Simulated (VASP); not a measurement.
Write the native input for VASP 6.6.1 that does the following.

```yaml
Task: electric field gradients
Functional: PBEsol
Potentials_or_basis: VASP PAW PBE potentials, release 64 (Nb_sv)
Cutoff: 520 eV
k_mesh: 13 × 13 × 13
Occupations: fermi-dirac, width 0.08 eV
Spin: no spin polarisation
Dipole_correction: no
Further_INCAR_settings: ALGO = Normal; EDIFF = 1e-08; NBANDS = 12
```

The structure of Nb lies in POSCAR:

```
Nb
1.0
    0.0000000000      2.1573000000      2.1150000000
    2.1573000000      0.0000000000      2.1150000000
    2.1573000000      2.1573000000      0.0000000000
Nb
1
Direct
    0.0000000000      0.0000000000      0.0000000000
```

This cell differs from its parent crystal: equal xx and yy strain of +2 %.

One way to write it, as run:

INCAR

```
SYSTEM = Nb
PREC     = Accurate       ! precision mode
ENCUT    = 520            ! plane-wave cutoff, eV
EDIFF    = 1E-8           ! SCF threshold, eV
ISMEAR   = -1             ! smearing method
SIGMA    = 0.08           ! smearing width, eV
LREAL    = .False.        ! projectors in reciprocal space
LASPH    = .True.         ! aspherical terms in the spheres
NELM     = 100            ! most SCF steps
ALGO     = Normal         ! electronic algorithm
ISIF     = 2              ! what is computed and relaxed
LWAVE    = .False.        ! write WAVECAR
LCHARG   = .False.        ! write CHGCAR
GGA      = PS             ! functional
LEFG     = .True.       
NBANDS   = 12             ! bands
```

KPOINTS

```
Automatic mesh
0
Gamma
  13 13 13
  0 0 0
```

Potentials or basis: VASP PAW PBE potentials, release 64 (Nb_sv).

The run is started by

```sh
$ cat potpaw_PBE.64/Nb_sv/POTCAR > POTCAR
$ mpirun -np 1 vasp_std > vasp.out
```

It gave:

- Pressure: -12.5 GPa

Caveat: the cell differs from its parent crystal (equal xx and yy strain of +2 %); without QUAD_EFG the Cq values of the log hold for a quadrupole moment of 1 mb, not for the nuclei; the PAW data sets were made with another functional, which shifts forces and pressure a little.

Wall time 34 s on 1 thread of AMD EPYC 9R14 (Zen 4), on a shared host, peak memory 0.14 GiB.
